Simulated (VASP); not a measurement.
**NaI (rocksalt type): electric field gradients with PBE**

The system is NaI (rocksalt type).

```
Na I
1.0
     0.00000    3.26424    3.26424
     3.26424    0.00000    3.26424
     3.26424    3.26424    0.00000
Na I
1 1
Cartesian
  0.0000 0.0000 0.0000
  3.3208 3.3208 3.2642
```

This cell differs from its parent crystal: atom 2 (I) moved by [0.056569, 0.056569, 0.0] A.

```
Program                : VASP 6.6.1
Task                   : electric field gradients
Functional             : PBE
Potentials or basis    : VASP PAW PBE potentials, release 64 (Na_pv, I)
Cutoff                 : 520 eV
k mesh                 : 11 × 11 × 11
Occupations            : fermi-dirac, width 0.08 eV
Spin                   : no spin polarisation
Dipole correction      : no
Further INCAR settings : ALGO = Normal; EDIFF = 1e-08; NBANDS = 14
```

The pressure is 0.0 GPa, the largest force is 0.062 eV/Å and the band gap on the k mesh is 3.58 eV. The largest electric field gradient by atom is Na -0.1; I -0.4 V/Å².

Forces in eV/Å, atoms in the order of the input:
```
Na   0.044  0.044  0.000
I   -0.044 -0.044  0.000
```

Levels at points of the mesh, in eV from the valence-band top:
| k point | band 4 | band 5 | band 6 | band 7 | band 8 | band 9 | band 10 | band 11 |
| --- | --- | --- | --- | --- | --- | --- | --- | --- |
| (0.00, 0.00, 0.00) | -10.95 | 0.00 | 0.00 | 0.00 | 3.58 | 7.93 | 7.93 | 7.93 |

Electric field gradients, principal values (V/Å²):
| atom | least | middle | greatest (by size) |
| --- | --- | --- | --- |
| 1 Na | 0.046 | 0.092 | -0.139 |
| 2 I | 0.034 | 0.349 | -0.383 |

It took 4.2 min on 1 thread of Intel Xeon 8259CL (shared host), peak memory 0.35 GiB.

Caveat: the cell differs from its parent crystal (atom 2 (I) moved by [0.056569, 0.056569, 0.0] A); without QUAD_EFG the Cq values of the log hold for a quadrupole moment of 1 mb, not for the nuclei; spin-orbit coupling is left out, which moves the levels of the heavy elements. A k mesh can miss the band edges.
